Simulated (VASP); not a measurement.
Set up this calculation in VASP 6.6.1, as the native input.

- Task: single point
- Functional: r2SCAN
- Potentials or basis: VASP PAW PBE potentials, release 64 (Ir, Se)
- Cutoff: 520 eV
- k mesh: 12 × 12 × 12
- Occupations: gaussian, width 0.05 eV
- Spin: no spin polarisation
- Dipole correction: no
- Further INCAR settings: ALGO = Normal; EDIFF = 1e-07; NBANDS = 14

IrSe:

```
CELL_PARAMETERS angstrom
0.00000 2.63468 2.63468
2.63468 0.00000 2.63468
2.63468 2.63468 0.00000
ATOMIC_POSITIONS crystal
Ir 0.50000 0.50000 0.50000
Se 0.00000 0.00000 0.00000
```

This cell differs from its parent crystal: volume scaled by 1.070.

These files were run (other wordings do the same):

POSCAR

```
IrSe
1.0
    0.0000000000      2.6346835366      2.6346835366
    2.6346835366      0.0000000000      2.6346835366
    2.6346835366      2.6346835366      0.0000000000
Ir Se
1 1
Direct
    0.5000000000      0.5000000000      0.5000000000
    0.0000000000      0.0000000000      0.0000000000
```

INCAR.step1

```
ALGO = Normal ; EDIFF = 1E-4
ENCUT = 520 ; GGA = PE
ISMEAR = 0 ; LASPH = T
LCHARG = F ; LREAL = F
LWAVE = T ; NBANDS = 14
NELM = 60 ; PREC = Accurate
SIGMA = 0.05
```

INCAR.step2

```
ALGO = Normal ; EDIFF = 1E-7
ENCUT = 520 ; ISIF = 2
ISMEAR = 0 ; ISTART = 1
LASPH = T ; LCHARG = T
LELF = T ; LMIXTAU = T
LREAL = F ; LVHAR = T
LWAVE = F ; METAGGA = R2SCAN
NBANDS = 14 ; NELM = 60
PREC = Accurate ; SIGMA = 0.05
```

KPOINTS

```
k-points
0
Gamma
  12 12 12
```

Potentials or basis: VASP PAW PBE potentials, release 64 (Ir, Se).

Run with:

```bash
$ cat potpaw_PBE.64/Ir/POTCAR potpaw_PBE.64/Se/POTCAR > POTCAR
$ cp INCAR.step1 INCAR
$ mpirun -np 1 vasp_std > vasp.out
$ cp INCAR.step2 INCAR
$ mpirun -np 1 vasp_std > vasp.out
```

It gave:

```json
{
 "Pressure": "-9.3 GPa"
}
```

Caveat: the PAW data sets were made with another functional, which shifts forces and pressure a little.

Run time: 83 s on 1 thread of Intel(R) Xeon(R) Platinum 8559C (Emerald Rapids) (shared host), peak memory 0.19 GiB.
